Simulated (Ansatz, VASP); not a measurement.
# One calculation of BeTe, two programs

File POSCAR:

```
BeTe
1.0
    0.0000000000      2.8286236224      2.8286236224
    2.9423342920      0.0000000000      2.8286236224
    2.9423342920      2.8286236224      0.0000000000
Be Te
1 1
Direct
    0.0000000000      0.0000000000      0.0000000000
    0.2500000000      0.2500000000      0.2500000000
```

File INCAR.step1:

```
SYSTEM = BeTe
  PREC = Accurate
  ENCUT = 520
  ISMEAR = 0
  SIGMA = 0.01
  LREAL = .False.
  LASPH = .True.
  NELM = 80
  NBANDS = 11
  GGA = PE
  ALGO = Normal
  EDIFF = 1E-4
  LWAVE = .True.
  LCHARG = .False.
```

File INCAR.step2:

```
SYSTEM = BeTe
  PREC = Accurate
  ENCUT = 520
  EDIFF = 1E-6
  ISMEAR = 0
  SIGMA = 0.01
  LREAL = .False.
  LASPH = .True.
  NELM = 80
  ALGO = Normal
  ISIF = 2
  LWAVE = .False.
  LCHARG = .False.
  METAGGA = R2SCAN
  LMIXTAU = .True.
  NBANDS = 11
  ISTART = 1
```

KPOINTS

```
Automatic mesh
0
Gamma
  8 8 8
  0 0 0
```

Input for Ansatz:

```yaml
crystal:
  lattice:
    - [0.0, 2.8286236224, 2.8286236224]
    - [2.942334292, 0.0, 2.8286236224]
    - [2.942334292, 2.8286236224, 0.0]
  atoms:
    - { symbol: Be, position: [0.0, 0.0, 0.0] }
    - { symbol: Te, position: [0.25, 0.25, 0.25] }
kpoints:
  mp_grid: { grid: [8, 8, 8] }
  band_path:
    path:
      - [0.0, 0.0, 0.0]
      - [-0.5, -0.5, 0.0]
      - [-0.375, -0.375, 0.25]
      - [-0.375, 0.0, 0.375]
      - [0.0, 0.0, 0.5]
      - [-0.5, -0.25, 0.25]
      - [0.5, 0.0, 0.5]
    npoints: 1
hamiltonian:
  xc: r2scan
scf:
  occupations: { method: fixed }
  n_extra_bands: 4
output:
  forces: true
  stress: true
  eigenvalues: true
```

Change from the starting cell: uniaxial_x strain +4.0%.

Alike in both runs: task single point; functional r2SCAN; k mesh 8 × 8 × 8; no spin polarisation.

```csv
,VASP,Ansatz
version,VASP 6.6.1,Ansatz 0.2.0
potentials or method,"VASP PAW PBE potentials, release 64 (Be, Te)","plane waves, PAW"
plane-wave cutoff (eV),520,500
occupations,"gaussian, width 0.01 eV",fixed
valence electrons in the cell,8,18
```

|  | VASP | Ansatz | Ansatz less VASP |
| --- | --- | --- | --- |
| gap on the k mesh at the Fermi level (eV) | 2.30 | 2.31 | +0.005 |
| pressure (GPa) | -2.0 | -2.2 | -0.12 |
| traceless stress, the component that is largest in VASP (GPa) | -1.70 | -1.71 | -0.008 |

VASP's potentials were made for PBE, not for r2SCAN. VASP's potentials hold 8 valence electrons a cell and Ansatz's 18, so a difference there can come from the potentials and not from the codes.

Spin-orbit coupling is off throughout.
